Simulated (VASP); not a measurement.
# AlRu (Pm-3m) in VASP: single point with PBEsol

Aim: the single point of AlRu with PBEsol.

Program: VASP 6.6.1. These are calculated values, not measurements. Logs are shortened: lines on timing, memory, paths and dates and some standing lists are left out, and cuts for length are marked.

## (1) The cell of the first run

It takes space group Pm-3m (No. 221, cubic). The conventional cell has a = 2.976 Å, b = 2.976 Å, c = 2.976 Å, α = 90.00°, β = 90.00°, γ = 90.00°. Al (site symmetry m-3m) has 8 Ru at 2.58 Å and 6 Al at 2.98 Å within 3.4 Å. Within 3.4 Å of Ru (site symmetry m-3m) lie 8 Al at 2.58 Å and 6 Ru at 2.98 Å.

## (2) Single point, PBEsol

Contents of INCAR:

```
PREC = Accurate
ENCUT = 520
EDIFF = 1E-6
ISMEAR = 0
SIGMA = 0.1
LREAL = False
LASPH = True
NELM = 60
ALGO = Normal
ISIF = 2
LWAVE = False
LCHARG = True
GGA = PS
LELF = True
LVHAR = True
NBANDS = 16
```

Contents of KPOINTS:

```
Automatic mesh
0
Gamma
  14 14 14
```

Contents of POSCAR:

```
AlRu
1.0
    2.9764077813      0.0000000000      0.0000000000
    0.0000000000      2.9764077813      0.0000000000
    0.0000000000      0.0000000000      2.9764077813
Al Ru
1 1
Direct
    0.0000000000      0.0000000000      0.0000000000
    0.5000000000      0.5000000000      0.5000000000
```

Potentials or basis: VASP PAW PBE potentials, release 64 (Al, Ru_pv).

On the command line:

```sh
cat potpaw_PBE.64/Al/POTCAR potpaw_PBE.64/Ru_pv/POTCAR > POTCAR
mpirun -np 1 vasp_std > vasp.out
```

OUTCAR:

```text
PREC = Accurate
   ENCUT = 520
   EDIFF = 1E-6
   ISMEAR = 0
   LREAL = False
   LASPH = True
   NELM = 60
   ISIF = 2
   GGA = PS

 ion  position               nearest neighbor table
   1  0.000  0.000  0.000-   2 2.58   2 2.58   2 2.58   2 2.58   2 2.58   2 2.58   2 2.58   2 2.58

   2  0.500  0.500  0.500-   1 2.58   1 2.58   1 2.58   1 2.58   1 2.58   1 2.58   1 2.58   1 2.58

  LATTYP: Found a simple cubic cell.
 ALAT       =     2.9764077813

  Lattice vectors:

 A1 = (   2.9764077813,   0.0000000000,   0.0000000000)
 A2 = (   0.0000000000,   2.9764077813,   0.0000000000)
 A3 = (   0.0000000000,   0.0000000000,   2.9764077813)

Analysis of symmetry for initial positions (statically):
=====================================================================
 Subroutine PRICEL returns:
 Original cell was already a primitive cell.

 Routine SETGRP: Setting up the symmetry group for a
 simple cubic supercell.

 Subroutine GETGRP returns: Found 48 space group operations
 (whereof 48 operations were pure point group operations)
 out of a pool of 48 trial point group operations.

The static configuration has the point symmetry O_h .

Analysis of symmetry for dynamics (positions and initial velocities):
=====================================================================
 Subroutine PRICEL returns:
 Original cell was already a primitive cell.

 Routine SETGRP: Setting up the symmetry group for a
 simple cubic supercell.

 Subroutine GETGRP returns: Found 48 space group operations
 (whereof 48 operations were pure point group operations)
 out of a pool of 48 trial point group operations.

The dynamic configuration has the point symmetry O_h .

 Subroutine INISYM returns: Found 48 space group operations
 (whereof 48 operations are pure point group operations),
 and found     1 'primitive' translations

----------------------------------------------------------------------------------------

                                     Primitive cell

  volume of cell :      26.3680

  direct lattice vectors                    reciprocal lattice vectors
     2.976407781  0.000000000  0.000000000     0.335975469  0.000000000  0.000000000
     0.000000000  2.976407781  0.000000000     0.000000000  0.335975469  0.000000000
     0.000000000  0.000000000  2.976407781     0.000000000  0.000000000  0.335975469

  length of vectors
     2.976407781  2.976407781  2.976407781     0.335975469  0.335975469  0.335975469

  position of ions in fractional coordinates (direct lattice)
     0.000000000  0.000000000  0.000000000
     0.500000000  0.500000000  0.500000000

  ion indices of the primitive-cell ions
   primitive index   ion index
                 1           1
                 2           2

----------------------------------------------------------------------------------------

 KPOINTS: Automatic mesh

Automatic generation of k-mesh.
 Grid dimensions read from file:
 generate k-points for:   14   14   14

 Generating k-lattice:

  Cartesian coordinates                     Fractional coordinates (reciprocal lattice)
     0.023998248  0.000000000  0.000000000     0.071428571  0.000000000  0.000000000
     0.000000000  0.023998248  0.000000000     0.000000000  0.071428571  0.000000000
     0.000000000  0.000000000  0.023998248     0.000000000  0.000000000  0.071428571

  Length of vectors
     0.023998248  0.023998248  0.023998248

  Shift w.r.t. Gamma in fractional coordinates (k-lattice)
     0.000000000  0.000000000  0.000000000

 Subroutine IBZKPT returns following result:
 ===========================================

 Found    120 irreducible k-points:

 Following reciprocal coordinates:
            Coordinates               Weight
  0.000000  0.000000  0.000000      1.000000
  0.071429  0.000000  0.000000      6.000000
  0.142857  0.000000  0.000000      6.000000
  0.214286  0.000000  0.000000      6.000000
  0.285714  0.000000  0.000000      6.000000
  0.357143  0.000000  0.000000      6.000000
[... 16 lines left out ...]
  0.285714  0.214286  0.000000     24.000000
  0.357143  0.214286  0.000000     24.000000
 [... further k-points ...]
   k-points           NKPTS =    120   k-points in BZ     NKDIM =    120   number of bands    NBANDS=     16
   number of dos      NEDOS =    301   number of ions     NIONS =      2
   total plane-waves  NPLWV =  13824
   dimension x,y,z NGX =    24 NGY =   24 NGZ =   24
   dimension x,y,z NGXF=    48 NGYF=   48 NGZF=   48
   ions per type =               1   1
   NGX,Y,Z   is equivalent  to a cutoff of  13.41, 13.41, 13.41 a.u.
   NGXF,Y,Z  is equivalent  to a cutoff of  26.81, 26.81, 26.81 a.u.
 SYSTEM =  unknown system
   PREC   = accura    normal or accurate (medium, high low for compatibility)
   ISTART =      0    job   : 0-new  1-cont  2-samecut
   ICHARG =      2    charge: 1-file 2-atom 10-const
   ISPIN  =      1    spin polarized calculation?
   LNONCOLLINEAR =      F non collinear calculations
   LSORBIT =      F    spin-orbit coupling
   LASPH  =      T    aspherical Exc in radial PAW
   ENCUT  =  520.0 eV  38.22 Ry    6.18 a.u.   5.53  5.53  5.53*2*pi/ulx,y,z
   NELM   =     60;   NELMIN=  2; NELMDL= -5     # of ELM steps
   EDIFF  = 0.1E-05   stopping-criterion for ELM
   LREAL  =      F    real-space projection
   EDIFFG = 0.1E-04   stopping-criterion for IOM
   NSW    =      0    number of steps for IOM
   IBRION =     -1    ionic relax: 0-MD 1-quasi-New 2-CG
   NFREE  =      0    steps in history (QN), initial steepest desc. (CG)
   ISIF   =      2    stress and relaxation
   ISYM   =      2    0-nonsym 1-usesym 2-fastsym
   POTIM  = 0.5000    time-step for ionic-motion
   TEBEG  =    0.0;   TEEND  =   0.0 temperature during run
   PSTRESS=    0.0 pullay stress
   NELECT =      17.0000    total number of electrons
   NUPDOWN=      -1.0000    fix difference up-down
   EMIN   =  10.00;   EMAX   =-10.00  energy-range for DOS
   EFERMI =   0.00;   METHOD = LEGACY
   ISMEAR =     0;   SIGMA  =   0.10  broadening in eV -4-tet -1-fermi 0-gaus
   EFERMI_NEDOS =   21; number of points for ismear=-14 and -15
   IALGO  =     38    algorithm
   IMIX   =      4    mixing-type and parameters
     AMIX     =   0.40;   BMIX     =  1.00
     AMIX_MAG =   1.60;   BMIX_MAG =  1.00
  volume/ion in A,a.u.               =      13.18        88.97
  Fermi-wavevector in a.u.,A,eV,Ry     =   1.414269  2.672581 27.213788  2.000157
  Thomas-Fermi vector in A             =   2.535829
   LORBIT       =      0    0 simple, 1 ext, 2 COOP (PROOUT), +10 PAW based schemes
   GGA     = PS    functional components
   LHFCALC =     F    Hartree Fock is set to
   AEXX    =    0.0000 exact exchange contribution
   IVDW    =     0    specifies the selected vdW correction
   LEPSILON=     F    determine dielectric tensor
   LRPA    =     F    only Hartree local field effects (RPA)
 non-spin polarized calculation
 Gauss-broadening in eV      SIGMA  =   0.10
  energy-cutoff  :      520.00
  volume of cell :       26.37
 maximum number of plane-waves:       739
 NGX is ok and might be reduce to    24
   NGX = 11   NGY = 11   NGZ = 11

 number of electron      16.9999996 magnetization

 Free energy of the ion-electron system (eV)
  ---------------------------------------------------
  ext. energy  EPLUGINS =         0.00000000
  ---------------------------------------------------
  free energy    TOTEN  =       -15.51853299 eV

  energy without entropy =      -15.50925304  energy(sigma->0) =      -15.51389302

 E-fermi :  10.8118     XC(G=0): -12.7659

 val. band max:       10.8028866516   @ k =   0.5000   0.2857   0.1429
 cond. band min:      10.8229629986   @ k =   0.1429   0.0714   0.0714
 fundamental gap:      0.0200763470
 Fermi energy:        10.8118148728

 k-point     1 :       0.0000    0.0000    0.0000
  band No.  band energies     occupation
      1     -30.9009      2.00000
      2     -30.9009      2.00000
      3     -30.9009      2.00000
      4       1.0396      2.00000
      5       7.1401      2.00000
      6       7.1401      2.00000
[... 8 lines left out ...]
     15      22.8119      0.00000
     16      26.1837      0.00000

 k-point     2 :       0.0714    0.0000    0.0000
  band No.  band energies     occupation
      1     -30.9121      2.00000
      2     -30.9000      2.00000
      3     -30.9000      2.00000
      4       1.1393      2.00000
      5       7.1753      2.00000
      6       7.1766      2.00000
[... 8 lines left out ...]
     15      22.8126      0.00000
     16      26.4913      0.00000

 k-point     3 :       0.1429    0.0000    0.0000
  band No.  band energies     occupation
      1     -30.9435      2.00000
      2     -30.8973      2.00000
      3     -30.8973      2.00000
      4       1.4334      2.00000
      5       7.2579      2.00000
      6       7.2764      2.00000
[... 8 lines left out ...]
     15      22.9975      0.00000
     16      27.4601      0.00000

 k-point     4 :       0.2143    0.0000    0.0000
  band No.  band energies     occupation
      1     -30.9885      2.00000
      2     -30.8935      2.00000
      3     -30.8935      2.00000
      4       1.9083      2.00000
      5       7.2959      2.00000
      6       7.4294      2.00000
[... 8 lines left out ...]
     15      23.5492      0.00000
     16      28.0942      0.00000

 k-point     5 :       0.2857    0.0000    0.0000
  band No.  band energies     occupation
      1     -31.0381      2.00000
      2     -30.8893      2.00000
      3     -30.8893      2.00000
      4       2.5424      2.00000
      5       7.1501      2.00000
      6       7.6099      2.00000
[... 8 lines left out ...]
     15      23.9097      0.00000
     16      26.7877      0.00000

 k-point     6 :       0.3571    0.0000    0.0000
  band No.  band energies     occupation
      1     -31.0826      2.00000
      2     -30.8854      2.00000
      3     -30.8854      2.00000
      4       3.3066      2.00000
      5       6.7071      2.00000
      6       7.7837      2.00000
[... 8 lines left out ...]
     15      24.1208      0.00000
     16      25.5181      0.00000

 k-point     7 :       0.4286    0.0000    0.0000
  band No.  band energies     occupation
      1     -31.1131      2.00000
      2     -30.8828      2.00000
      3     -30.8828      2.00000
      4       4.1585      2.00000
      5       5.9959      2.00000
      6       7.9114      2.00000
[... 8 lines left out ...]
     15      24.2069      0.00000
     16      24.3824      0.00000

 k-point     8 :       0.5000    0.0000    0.0000
  band No.  band energies     occupation
      1     -31.1240      2.00000
      2     -30.8819      2.00000
      3     -30.8819      2.00000
      4       4.8760      2.00000
      5       5.3121      2.00000
      6       7.9585      2.00000
[... 8 lines left out ...]
     15      23.7704      0.00000
     16      23.7704      0.00000

 k-point     9 :       0.0714    0.0714    0.0000
  band No.  band energies     occupation
      1     -30.9117      2.00000
      2     -30.9107      2.00000
      3     -30.8990      2.00000
      4       1.2382      2.00000
      5       7.2095      2.00000
      6       7.2157      2.00000
[... 8 lines left out ...]
     15      22.8128      0.00000
     16      26.7717      0.00000
[... 172 lines left out ...]
 k-point    19 :       0.3571    0.1429    0.0000
  band No.  band energies     occupation
      1     -31.0775      2.00000
      2     -30.9265      2.00000
      3     -30.8818      2.00000
      4       3.6044      2.00000
      5       6.7762      2.00000
      6       7.9643      2.00000
[... 8 lines left out ...]
     15      24.0905      0.00000
     16      25.3381      0.00000

 k-point    20 :       0.4286    0.1429    0.0000
  band No.  band energies     occupation
      1     -31.1079      2.00000
      2     -30.9236      2.00000
      3     -30.8791      2.00000
      4       4.4126      2.00000
      5       6.0742      2.00000
      6       8.1160      2.00000
[... 8 lines left out ...]
     15      22.9369      0.00000
     16      24.1988      0.00000

 k-point    21 :       0.5000    0.1429    0.0000
  band No.  band energies     occupation
      1     -31.1187      2.00000
      2     -30.9225      2.00000
      3     -30.8782      2.00000
      4       5.2144      2.00000
      5       5.3004      2.00000
      6       8.1779      2.00000
[... 8 lines left out ...]
     15      22.8654      0.00000
     16      23.3102      0.00000

 k-point    22 :       0.2143    0.2143    0.0000
  band No.  band energies     occupation
      1     -30.9822      2.00000
      2     -30.9771      2.00000
      3     -30.8861      2.00000
      4       2.7029      2.00000
      5       7.4311      2.00000
      6       7.7985      2.00000
[... 8 lines left out ...]
     15      25.5133      0.00000
     16      25.7666      0.00000

 k-point    23 :       0.2857    0.2143    0.0000
  band No.  band energies     occupation
      1     -31.0286      2.00000
      2     -30.9744      2.00000
      3     -30.8818      2.00000
      4       3.2668      2.00000
      5       7.2497      2.00000
      6       8.0033      2.00000
[... 8 lines left out ...]
     15      24.6471      0.00000
     16      26.2362      0.00000

 k-point    24 :       0.3571    0.2143    0.0000
  band No.  band energies     occupation
      1     -31.0722      2.00000
      2     -30.9699      2.00000
      3     -30.8779      2.00000
      4       3.9251      2.00000
      5       6.8136      2.00000
      6       8.1967      2.00000
[... 8 lines left out ...]
     15      23.5167      0.00000
     16      25.2816      0.00000

 [... further k-points ...]
[... 5 lines left out ...]
  --------------------------------------------------------------------------------------
  -------------------------------------------------------------------------------------
  Total        0.0078450      0.0078450      0.0078450      0.0000000     -0.0000000      0.0000000
  in kB        0.4766794      0.4766794      0.4766794      0.0000000     -0.0000000      0.0000000
  external PRESSURE =       0.4766794 kB  Pullay stress =       0.0000000 kB

 VOLUME and BASIS-vectors are now :
 -----------------------------------------------------------------------------
  energy-cutoff  :      520.00
  volume of cell :       26.37
      direct lattice vectors                 reciprocal lattice vectors
     2.976407781  0.000000000  0.000000000     0.335975469  0.000000000  0.000000000
     0.000000000  2.976407781  0.000000000     0.000000000  0.335975469  0.000000000
     0.000000000  0.000000000  2.976407781     0.000000000  0.000000000  0.335975469

 POSITION                                       TOTAL-FORCE (eV/Angst)
 -----------------------------------------------------------------------------------
      0.00000      0.00000      0.00000         0.000000      0.000000      0.000000
      1.48820      1.48820      1.48820         0.000000      0.000000      0.000000
 -----------------------------------------------------------------------------------
    total drift:                                0.000000     -0.000000     -0.000000

  FREE ENERGIE OF THE ION-ELECTRON SYSTEM (eV)
  ---------------------------------------------------
  free  energy   TOTEN  =       -15.5185329898 eV

  energy  without entropy=      -15.5092530442  energy(sigma->0) =      -15.51389302
```

It took 21 s on 1 thread of Intel Xeon Platinum 8488C (Sapphire Rapids), shared host; peak memory 0.17 GiB.

What came out:

- Free energy: -15.5185 eV
- Pressure: 0.0 GPa

Caveat: the PAW data sets were made with another functional, which shifts forces and pressure a little.
